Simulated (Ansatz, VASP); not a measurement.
## One calculation of ZnCu2SnSe4, two programs

File POSCAR:

```
ZnCu2SnSe4
1.0
   -2.8497024633      2.8497024633      5.6917566457
    2.8497024633     -2.8497024633      5.6917566457
    2.8497024633      2.8497024633     -5.6917566457
Cu Zn Sn Se
2 1 1 4
Direct
    0.0000000000      0.0000000000      0.0000000000
    0.7500000000      0.2500000000      0.5000000000
    0.2500000000      0.7500000000      0.5000000000
    0.5000000000      0.5000000000      0.0000000000
    0.1033254123      0.6291550772      0.9923444390
    0.3708449228      0.3631893618      0.4741703351
    0.6368106382      0.1109809733      0.0076555610
    0.8890190267      0.8966745877      0.5258296649
```

Contents of INCAR.step1:

```
SYSTEM = ZnCu2SnSe4
PREC = Accurate
ENCUT = 520
ISMEAR = -1
SIGMA = 0.02
LREAL = .FALSE.
LASPH = .TRUE.
NELM = 60
NBANDS = 46
GGA = PE
ALGO = Normal
EDIFF = 1E-4
LWAVE = .TRUE.
LCHARG = .FALSE.
```

INCAR.step2

```
SYSTEM = ZnCu2SnSe4
PREC = Accurate
ENCUT = 520
EDIFF = 1E-7
ISMEAR = -1
SIGMA = 0.02
LREAL = .FALSE.
LASPH = .TRUE.
NELM = 60
ALGO = Normal
ISIF = 2
LWAVE = .FALSE.
LCHARG = .FALSE.
METAGGA = R2SCAN
LMIXTAU = .TRUE.
NBANDS = 46
ISTART = 1
```

KPOINTS

```
regular mesh
0
G
  6 6 6
  0 0 0
```

Input for Ansatz:

```yaml
crystal:
  lattice:
    - [-2.8497024633, 2.8497024633, 5.6917566457]
    - [2.8497024633, -2.8497024633, 5.6917566457]
    - [2.8497024633, 2.8497024633, -5.6917566457]
  atoms:
    - { symbol: Cu, position: [0.0, 0.0, 0.0] }
    - { symbol: Cu, position: [0.75, 0.25, 0.5] }
    - { symbol: Zn, position: [0.25, 0.75, 0.5] }
    - { symbol: Sn, position: [0.5, 0.5, 0.0] }
    - { symbol: Se, position: [0.1033254123, 0.6291550772, 0.992344439] }
    - { symbol: Se, position: [0.3708449228, 0.3631893618, 0.4741703351] }
    - { symbol: Se, position: [0.6368106382, 0.1109809733, 0.007655561] }
    - { symbol: Se, position: [0.8890190267, 0.8966745877, 0.5258296649] }
kpoints:
  mp_grid: { grid: [6, 6, 6] }
  band_path:
    path:
      - [0.0, 0.0, 0.0]
      - [0.0, 0.0, 0.5]
      - [0.25, 0.25, 0.25]
      - [0.0, 0.5, 0.0]
      - [0.5, 0.5, -0.5]
      - [0.3126680812, 0.6873319188, -0.3126680812]
      - [-0.3126680812, 0.3126680812, 0.3126680812]
      - [-0.1253361625, 0.1253361625, 0.5]
      - [0.5, 0.5, -0.1253361625]
      - [0.0, 0.05, 0.0]
    npoints: 1
hamiltonian:
  xc: r2scan
scf:
  occupations: { method: fermi_dirac, width: 0.02 }
  n_extra_bands: 6
output:
  forces: true
  stress: true
  eigenvalues: true
```

Alike in both runs: task single point; functional r2SCAN; k mesh 6 × 6 × 6; occupations fermi-dirac, width 0.02 eV; no spin polarisation.

|  | VASP | Ansatz |
| --- | --- | --- |
| version | VASP 6.6.1 | Ansatz 0.2.0 |
| potentials or method | VASP PAW PBE potentials, release 64 (Cu, Zn, Sn_d, Se) | plane waves, PAW |
| plane-wave cutoff (eV) | 520 | 500 |
| valence electrons in the cell | 72 | 128 |

|  | VASP | Ansatz | Ansatz less VASP |
| --- | --- | --- | --- |
| pressure (GPa) | 0.0 | 0.0 | -0.06 |

VASP's potentials were made for PBE, not for r2SCAN. The functional is the same, so the differences come from potentials, cutoffs and numerics. VASP's potentials hold 72 valence electrons a cell and Ansatz's 128, so a difference there can come from the potentials and not from the codes.
